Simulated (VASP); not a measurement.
NaZr3, 4 atoms in the cell. It takes space group I4/mmm (No. 139, tetragonal). Conventional cell: a = 4.512 Å, b = 4.512 Å, c = 9.158 Å, α = 90.00°, β = 90.00°, γ = 90.00°. Na (site symmetry 4/mmm) has 12 Zr at 3.19 to 3.21 Å within 4.2 Å. Zr (site symmetry 4/mmm) has 4 Na at 3.19 Å and 8 Zr at 3.21 Å within 4.2 Å. Within 4.2 Å of Zr (site symmetry -4m2) lie 8 Zr at 3.19 to 3.21 Å and 4 Na at 3.21 Å. 

```yaml
Program: VASP 6.6.1
Task: single point
Functional: PBE
Potentials_or_basis: VASP PAW PBE potentials, release 64 (Na_pv, Zr_sv)
Cutoff: 520 eV
k_mesh: 6 × 6 × 6
Occupations: gaussian, width 0.1 eV
Spin: no spin polarisation
Dipole_correction: no
Further_INCAR_settings: ALGO = Normal; EDIFF = 1e-07; NBANDS = 30
```

Potentials or basis: VASP PAW PBE potentials, release 64 (Na_pv, Zr_sv).

The run is started by

```sh
$ cat potpaw_PBE.64/Na_pv/POTCAR potpaw_PBE.64/Zr_sv/POTCAR > POTCAR
$ mpirun -np 1 vasp_std > vasp.out
```

Hardware: 1 thread of Intel(R) Xeon(R) Platinum 8259CL CPU @ 2.50GHz (Skylake/Cascade Lake) (shared host).

Q: How long does it take, and how much memory?

A: It took 100 s on 1 thread of Intel(R) Xeon(R) Platinum 8259CL CPU @ 2.50GHz (Skylake/Cascade Lake) (shared host), peak memory 0.28 GiB. Counts: scf iterations 14, k points 30.
